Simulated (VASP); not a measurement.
Wanted: the native input for a VASP 6.6.1 run.

| Item | Value |
| --- | --- |
| Task | single point |
| Functional | PBE |
| Potentials or basis | VASP PAW PBE potentials, release 64 (Al, N) |
| Cutoff | 520 eV |
| k mesh | 10 × 10 × 10 |
| Occupations | gaussian, width 0.05 eV |
| Spin | no spin polarisation |
| Dipole correction | no |
| Further INCAR settings | ALGO = Normal; EDIFF = 1e-06; NBANDS = 11 |

The structure of AlN lies in POSCAR:

```
AlN
1.0
    0.0000000000      2.1839935596      2.1839935596
    2.1839935596      0.0000000000      2.1839935596
    2.1839935596      2.1839935596      0.0000000000
Al N
1 1
Direct
    0.0971303388      0.0000000000      0.0000000000
    0.7500000000      0.7500000000      0.7500000000
```

This cell differs from its parent crystal: all Al atoms moved -0.300 Å, as atom 1 towards its neighbour atom 1 (Al) at 3.089 Å.

One way to write it, as run:

INCAR

```
SYSTEM = AlN
PREC     = Accurate       ! precision mode
ENCUT    = 520            ! plane-wave cutoff, eV
EDIFF    = 1E-6           ! SCF threshold, eV
ISMEAR   = 0              ! smearing method
SIGMA    = 0.05           ! smearing width, eV
LREAL    = .FALSE.        ! projectors in reciprocal space
LASPH    = .TRUE.         ! aspherical terms in the spheres
NELM     = 60             ! most SCF steps
ALGO     = Normal         ! electronic algorithm
ISIF     = 2              ! what is computed and relaxed
LWAVE    = .FALSE.        ! write WAVECAR
LCHARG   = .FALSE.        ! write CHGCAR
GGA      = PE             ! functional
NBANDS   = 11             ! bands
```

KPOINTS

```
Automatic mesh
0
G
  10 10 10
  0 0 0
```

Potentials or basis: VASP PAW PBE potentials, release 64 (Al, N).

The run is started by

```bash
$ cat potpaw_PBE.64/Al/POTCAR potpaw_PBE.64/N/POTCAR > POTCAR
$ mpirun -np 1 vasp_std > vasp.out
```

It gave:

The pressure is 16.5 GPa, the largest force is 5.896 eV/Å and the band gap on the k mesh is 2.58 eV, indirect (least direct gap 3.34 eV).

Caveat: the cell differs from its parent crystal (all Al atoms moved -0.300 Å, as atom 1 towards its neighbour atom 1 (Al) at 3.089 Å); forces of over 1 eV/Å act on the atoms, so gaps and moduli don't describe the material at rest.

Wall time 40 s on 1 thread of Intel(R) Xeon(R) Platinum 8259CL CPU @ 2.50GHz (Skylake/Cascade Lake), with other jobs on the host, peak memory 0.18 GiB.
